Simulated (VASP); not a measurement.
# IrS in VASP: further runs

Runs on IrS. Level: r2SCAN. Tasks: single point.

Program: VASP 6.6.1. These are calculated values, not measurements. Logs are shortened: lines on timing, memory, paths and dates and some standing lists are left out, and cuts for length are marked.

### Step 1. The cell of the first run

Symmetry: Fm-3m, No. 225, cubic system. The conventional cell has a = 4.921 Å, b = 4.921 Å, c = 4.921 Å, α = 90.00°, β = 90.00°, γ = 90.00°. Within 3.2 Å of Ir (site symmetry m-3m) lie 6 S at 2.46 Å. Within 3.2 Å of S (site symmetry m-3m) lie 6 Ir at 2.46 Å.

### Step 2. Single point, r2SCAN

POSCAR reads:

```
IrS
1.0
    0.0000000000      2.4605182162      2.4605182162
    2.4605182162      0.0000000000      2.4605182162
    2.4605182162      2.4605182162      0.0000000000
Ir S
1 1
Direct
    0.5000000000      0.5000000000      0.5000000000
    0.0000000000      0.0000000000      0.0000000000
```

INCAR.step1 reads:

```
  PREC = Accurate
  ENCUT = 620
  ISMEAR = 0
  SIGMA = 0.1
  LREAL = False
  LASPH = True
  NELM = 120
  NBANDS = 18
  GGA = PE
  ALGO = Normal
  EDIFF = 1E-5
  LWAVE = True
  LCHARG = False
  GGA_COMPAT = False
```

INCAR.step2 reads:

```
  PREC = Accurate
  ENCUT = 620
  EDIFF = 1E-6
  ISMEAR = 0
  SIGMA = 0.1
  LREAL = False
  LASPH = True
  NELM = 120
  ALGO = Normal
  ISIF = 2
  LWAVE = False
  LCHARG = False
  METAGGA = R2SCAN
  LMIXTAU = True
  NBANDS = 18
  ISTART = 1
  GGA_COMPAT = False
```

KPOINTS reads:

```
regular mesh
0
Gamma
  12 12 12
```

Potentials or basis: VASP PAW PBE potentials, release 64 (Ir_sv_GW, S).

The run is started by

```sh
$ cat potpaw_PBE.64/Ir_sv_GW/POTCAR potpaw_PBE.64/S/POTCAR > POTCAR
$ cp INCAR.step1 INCAR
$ mpirun -np 1 vasp_std > vasp.out
$ cp INCAR.step2 INCAR
$ mpirun -np 1 vasp_std > vasp.out
```

OUTCAR:

```text
PREC = Accurate
   ENCUT = 620
   EDIFF = 1E-6
   ISMEAR = 0
   LREAL = False
   LASPH = True
   NELM = 120
   ISIF = 2
   METAGGA = R2SCAN
   ISTART = 1

 ion  position               nearest neighbor table
   1  0.500  0.500  0.500-   2 2.46   2 2.46   2 2.46   2 2.46   2 2.46   2 2.46
   2  0.000  0.000  0.000-   1 2.46   1 2.46   1 2.46   1 2.46   1 2.46   1 2.46

  LATTYP: Found a face centered cubic cell.
 ALAT       =     4.9210364324

  Lattice vectors:

 A1 = (   0.0000000000,   2.4605182162,   2.4605182162)
 A2 = (   2.4605182162,   0.0000000000,   2.4605182162)
 A3 = (   2.4605182162,   2.4605182162,   0.0000000000)

Analysis of symmetry for initial positions (statically):
=====================================================================
 Subroutine PRICEL returns:
 Original cell was already a primitive cell.

 Routine SETGRP: Setting up the symmetry group for a
 face centered cubic supercell.

 Subroutine GETGRP returns: Found 48 space group operations
 (whereof 48 operations were pure point group operations)
 out of a pool of 48 trial point group operations.

The static configuration has the point symmetry O_h .

Analysis of symmetry for dynamics (positions and initial velocities):
=====================================================================
 Subroutine PRICEL returns:
 Original cell was already a primitive cell.

 Routine SETGRP: Setting up the symmetry group for a
 face centered cubic supercell.

 Subroutine GETGRP returns: Found 48 space group operations
 (whereof 48 operations were pure point group operations)
 out of a pool of 48 trial point group operations.

The dynamic configuration has the point symmetry O_h .

 Subroutine INISYM returns: Found 48 space group operations
 (whereof 48 operations are pure point group operations),
 and found     1 'primitive' translations

----------------------------------------------------------------------------------------

                                     Primitive cell

  volume of cell :      29.7927

  direct lattice vectors                    reciprocal lattice vectors
     0.000000000  2.460518216  2.460518216    -0.203209225  0.203209225  0.203209225
     2.460518216  0.000000000  2.460518216     0.203209225 -0.203209225  0.203209225
     2.460518216  2.460518216  0.000000000     0.203209225  0.203209225 -0.203209225

  length of vectors
     3.479698232  3.479698232  3.479698232     0.351968702  0.351968702  0.351968702

  position of ions in fractional coordinates (direct lattice)
     0.500000000  0.500000000  0.500000000
     0.000000000  0.000000000  0.000000000

  ion indices of the primitive-cell ions
   primitive index   ion index
                 1           1
                 2           2

----------------------------------------------------------------------------------------

 KPOINTS: regular mesh

Automatic generation of k-mesh.
 Grid dimensions read from file:
 generate k-points for:   12   12   12

 Generating k-lattice:

  Cartesian coordinates                     Fractional coordinates (reciprocal lattice)
    -0.016934102  0.016934102  0.016934102     0.083333333  0.000000000  0.000000000
     0.016934102 -0.016934102  0.016934102     0.000000000  0.083333333  0.000000000
     0.016934102  0.016934102 -0.016934102     0.000000000  0.000000000  0.083333333

  Length of vectors
     0.029330725  0.029330725  0.029330725

  Shift w.r.t. Gamma in fractional coordinates (k-lattice)
     0.000000000  0.000000000  0.000000000

 Subroutine IBZKPT returns following result:
 ===========================================

 Found     72 irreducible k-points:

 Following reciprocal coordinates:
            Coordinates               Weight
  0.000000  0.000000  0.000000      1.000000
  0.083333  0.000000  0.000000      8.000000
  0.166667  0.000000  0.000000      8.000000
  0.250000  0.000000  0.000000      8.000000
  0.333333  0.000000  0.000000      8.000000
  0.416667  0.000000  0.000000      8.000000
[... 16 lines left out ...]
  0.500000  0.166667  0.000000     24.000000
 -0.416667  0.166667  0.000000     24.000000
 [... further k-points ...]
   k-points           NKPTS =     72   k-points in BZ     NKDIM =     72   number of bands    NBANDS=     18
   number of dos      NEDOS =    301   number of ions     NIONS =      2
   total plane-waves  NPLWV =  21952
   dimension x,y,z NGX =    28 NGY =   28 NGZ =   28
   dimension x,y,z NGXF=    56 NGYF=   56 NGZF=   56
   ions per type =               1   1
   NGX,Y,Z   is equivalent  to a cutoff of  13.38, 13.38, 13.38 a.u.
   NGXF,Y,Z  is equivalent  to a cutoff of  26.75, 26.75, 26.75 a.u.
 SYSTEM =  unknown system
   PREC   = accura    normal or accurate (medium, high low for compatibility)
   ISTART =      1    job   : 0-new  1-cont  2-samecut
   ICHARG =      0    charge: 1-file 2-atom 10-const
   ISPIN  =      1    spin polarized calculation?
   LNONCOLLINEAR =      F non collinear calculations
   LSORBIT =      F    spin-orbit coupling
   LASPH  =      T    aspherical Exc in radial PAW
   ENCUT  =  620.0 eV  45.57 Ry    6.75 a.u.   7.06  7.06  7.06*2*pi/ulx,y,z
   NELM   =    120;   NELMIN=  2; NELMDL=  0     # of ELM steps
   EDIFF  = 0.1E-05   stopping-criterion for ELM
   LREAL  =      F    real-space projection
   EDIFFG = 0.1E-04   stopping-criterion for IOM
   NSW    =      0    number of steps for IOM
   IBRION =     -1    ionic relax: 0-MD 1-quasi-New 2-CG
   NFREE  =      0    steps in history (QN), initial steepest desc. (CG)
   ISIF   =      2    stress and relaxation
   ISYM   =      2    0-nonsym 1-usesym 2-fastsym
   POTIM  = 0.5000    time-step for ionic-motion
   TEBEG  =    0.0;   TEEND  =   0.0 temperature during run
   PSTRESS=    0.0 pullay stress
   NELECT =      23.0000    total number of electrons
   NUPDOWN=      -1.0000    fix difference up-down
   EMIN   =  10.00;   EMAX   =-10.00  energy-range for DOS
   EFERMI =   0.00;   METHOD = LEGACY
   ISMEAR =     0;   SIGMA  =   0.10  broadening in eV -4-tet -1-fermi 0-gaus
   EFERMI_NEDOS =   21; number of points for ismear=-14 and -15
   IALGO  =     38    algorithm
   IMIX   =      4    mixing-type and parameters
     AMIX     =   0.40;   BMIX     =  1.00
     AMIX_MAG =   1.60;   BMIX_MAG =  1.00
  volume/ion in A,a.u.               =      14.90       100.53
  Fermi-wavevector in a.u.,A,eV,Ry     =   1.501807  2.838004 30.686920  2.255425
  Thomas-Fermi vector in A             =   2.613130
   LORBIT       =      0    0 simple, 1 ext, 2 COOP (PROOUT), +10 PAW based schemes
   METAGGA = R2SCAN    functional components
   LHFCALC =     F    Hartree Fock is set to
   AEXX    =    0.0000 exact exchange contribution
   IVDW    =     0    specifies the selected vdW correction
   LEPSILON=     F    determine dielectric tensor
   LRPA    =     F    only Hartree local field effects (RPA)
 non-spin polarized calculation
 Gauss-broadening in eV      SIGMA  =   0.10
  energy-cutoff  :      620.00
  volume of cell :       29.79
 maximum number of plane-waves:      1056
   NGX = 15   NGY = 15   NGZ = 15

 number of electron      22.9999999 magnetization

 Free energy of the ion-electron system (eV)
  ---------------------------------------------------
  ext. energy  EPLUGINS =         0.00000000
  ---------------------------------------------------
  free energy    TOTEN  =       -60.25101045 eV

  energy without entropy =      -60.24503177  energy(sigma->0) =      -60.24802111

 E-fermi :  10.0609     XC(G=0): -13.5074

 val. band max:       10.0458078847   @ k =  -0.4167   0.3333   0.1667
 cond. band min:      10.0809933111   @ k =   0.5000   0.5000   0.0000
 fundamental gap:      0.0351854264
 Fermi energy:        10.0608763764

 k-point     1 :       0.0000    0.0000    0.0000
  band No.  band energies     occupation
      1     -83.6635      2.00000
      2     -39.9601      2.00000
      3     -39.9601      2.00000
      4     -39.9601      2.00000
      5      -6.8853      2.00000
      6       6.8592      2.00000
[... 10 lines left out ...]
     17      23.2245      0.00000
     18      23.2245      0.00000

 k-point     2 :       0.0833    0.0000    0.0000
  band No.  band energies     occupation
      1     -83.6633      2.00000
      2     -39.9640      2.00000
      3     -39.9606      2.00000
      4     -39.9606      2.00000
      5      -6.7762      2.00000
      6       6.1681      2.00000
[... 10 lines left out ...]
     17      22.9257      0.00000
     18      23.0500      0.00000

 k-point     3 :       0.1667    0.0000    0.0000
  band No.  band energies     occupation
      1     -83.6630      2.00000
      2     -39.9750      2.00000
      3     -39.9620      2.00000
      4     -39.9620      2.00000
      5      -6.4600      2.00000
      6       4.8873      2.00000
[... 10 lines left out ...]
     17      21.9220      0.00000
     18      23.4175      0.00000

 k-point     4 :       0.2500    0.0000    0.0000
  band No.  band energies     occupation
      1     -83.6628      2.00000
      2     -39.9901      2.00000
      3     -39.9640      2.00000
      4     -39.9640      2.00000
      5      -5.9733      2.00000
      6       3.4992      2.00000
[... 375 lines left out ...]
      4     -39.9717      2.00000
      5      -5.1512      2.00000
      6       2.0593      2.00000
[... 10 lines left out ...]
     17      20.5115      0.00000
     18      24.1311      0.00000

 k-point    23 :       0.5000    0.1667    0.0000
  band No.  band energies     occupation
      1     -83.6619      2.00000
      2     -40.0135      2.00000
      3     -39.9765      2.00000
      4     -39.9716      2.00000
      5      -4.8011      2.00000
      6       1.5792      2.00000
[... 10 lines left out ...]
     17      20.4013      0.00000
     18      24.2125      0.00000

 k-point    24 :      -0.4167    0.1667    0.0000
  band No.  band energies     occupation
      1     -83.6619      2.00000
      2     -40.0142      2.00000
      3     -39.9784      2.00000
      4     -39.9703      2.00000
      5      -4.7205      2.00000
      6       1.4364      2.00000
[... 10 lines left out ...]
     17      20.1326      0.00000
     18      23.2620      0.00000

 [... further k-points ...]

------------------------ aborting loop because EDIFF is reached ----------------------------------------

  FORCE on cell =-STRESS in cart. coord.  units (eV):
  Direction    XX          YY          ZZ          XY          YZ          ZX
  --------------------------------------------------------------------------------------
  -------------------------------------------------------------------------------------
  Total       -0.1255878     -0.1255878     -0.1255878     -0.0000000     -0.0000000      0.0000000
  in kB       -6.7538010     -6.7538010     -6.7538010     -0.0000000     -0.0000000      0.0000000
  external PRESSURE =      -6.7538010 kB  Pullay stress =       0.0000000 kB

 VOLUME and BASIS-vectors are now :
 -----------------------------------------------------------------------------
  energy-cutoff  :      620.00
  volume of cell :       29.79
      direct lattice vectors                 reciprocal lattice vectors
     0.000000000  2.460518216  2.460518216    -0.203209225  0.203209225  0.203209225
     2.460518216  0.000000000  2.460518216     0.203209225 -0.203209225  0.203209225
     2.460518216  2.460518216  0.000000000     0.203209225  0.203209225 -0.203209225

 POSITION                                       TOTAL-FORCE (eV/Angst)
 -----------------------------------------------------------------------------------
      2.46052      2.46052      2.46052         0.000000      0.000000      0.000000
      0.00000      0.00000      0.00000         0.000000      0.000000      0.000000
 -----------------------------------------------------------------------------------
    total drift:                                0.000000      0.000000      0.000000

  FREE ENERGIE OF THE ION-ELECTRON SYSTEM (eV)
  ---------------------------------------------------
  free  energy   TOTEN  =       -60.2510104458 eV

  energy  without entropy=      -60.2450317734  energy(sigma->0) =      -60.24802111
```

It took 5.3 min on 1 thread of AMD EPYC 7R43 (Zen 3), shared host; peak memory 0.17 GiB.

What came out:

| Property | Result |
| --- | --- |
| Free energy | -60.2510 eV |
| Pressure | -0.7 GPa |
| Band gap on the k mesh | zero (an odd number of electrons rules out a gap without spin polarisation) |

Caveat: the PAW data sets were made with another functional, which shifts forces and pressure a little; spin-orbit coupling is left out, which moves the levels of the heavy elements; an odd number of electrons without spin polarisation forces a metal; a magnetic or distorted state may lie lower.

### Step 3. Single point, r2SCAN (atom 2 (S) moved 0.08 Å along z)

POSCAR: that of step 2 with these lines changed.

```diff
@@ -9,2 +9,2 @@
     0.5000000000      0.5000000000      0.5000000000
-    0.0000000000      0.0000000000      0.0000000000
+    0.0162567380      0.0162567380     -0.0162567380
```

INCAR.step1 reads:

```
SYSTEM = IrS
PREC = Accurate ; ENCUT = 620
ISMEAR = 0 ; SIGMA = 0.05
LREAL = .FALSE. ; LASPH = .TRUE.
NELM = 120 ; NBANDS = 18
GGA = PE ; ALGO = Normal
EDIFF = 1E-5 ; LWAVE = .TRUE.
LCHARG = .FALSE. ; GGA_COMPAT = .FALSE.
```

INCAR.step2 reads:

```
SYSTEM = IrS
PREC = Accurate ; ENCUT = 620
EDIFF = 1E-6 ; ISMEAR = 0
SIGMA = 0.05 ; LREAL = .FALSE.
LASPH = .TRUE. ; NELM = 120
ALGO = Normal ; ISIF = 2
LWAVE = .FALSE. ; LCHARG = .TRUE.
METAGGA = R2SCAN ; LMIXTAU = .TRUE.
LELF = .TRUE. ; LVHAR = .TRUE.
NBANDS = 18 ; ISTART = 1
GGA_COMPAT = .FALSE.
```

KPOINTS reads:

```
Automatic mesh
0
G
  12 12 12
  0 0 0
```

Potentials or basis: VASP PAW PBE potentials, release 64 (Ir_sv_GW, S).

The run is started by

```sh
$ cat potpaw_PBE.64/Ir_sv_GW/POTCAR potpaw_PBE.64/S/POTCAR > POTCAR
$ cp INCAR.step1 INCAR
$ mpirun -np 1 vasp_std > vasp.out
$ cp INCAR.step2 INCAR
$ mpirun -np 1 vasp_std > vasp.out
```

Wall time 8.7 min (1 thread of AMD EPYC 7R43 (Zen 3), shared host); peak memory 0.22 GiB.

It converged, with:

| Item | Value |
| --- | --- |
| Free energy | -60.2528 eV |
| Pressure | -0.3 GPa |
| Largest force | 0.087 eV/Å |
| Band gap on the k mesh | zero (an odd number of electrons rules out a gap without spin polarisation) |

Forces in eV/Å, atoms in the order of the input:
```
Ir   0.000  0.000 -0.087
S    0.000  0.000  0.087
```

Stress tensor (GPa, compression positive):
```
-0.96  0.00  0.00
 0.00 -0.96  0.00
 0.00  0.00  1.05
```

Levels at points of the mesh, in eV from the Fermi level:
```tsv
k point	band 10	band 11	band 12	band 13	band 14	band 15
(0.00, 0.00, 0.00)	-2.97	-2.33	-2.33	-2.07	3.32	10.89
(0.50, 0.00, 0.00)	-1.41	-0.76	3.46	4.40	4.64	6.89
(0.50, 0.50, 0.00)	-2.11	-0.88	-0.88	-0.09	1.85	10.80
(0.00, 0.50, 0.50)	-2.05	-0.87	-0.85	-0.02	1.82	10.76
```

Caveat: the cell differs from its parent crystal (atom 2 (S) moved 0.08 Å along z); the PAW data sets were made with another functional, which shifts forces and pressure a little; spin-orbit coupling is left out, which moves the levels of the heavy elements; an odd number of electrons without spin polarisation forces a metal; a magnetic or distorted state may lie lower.

The gap in the log of VASP goes by the Fermi energy; the results here count the filled bands.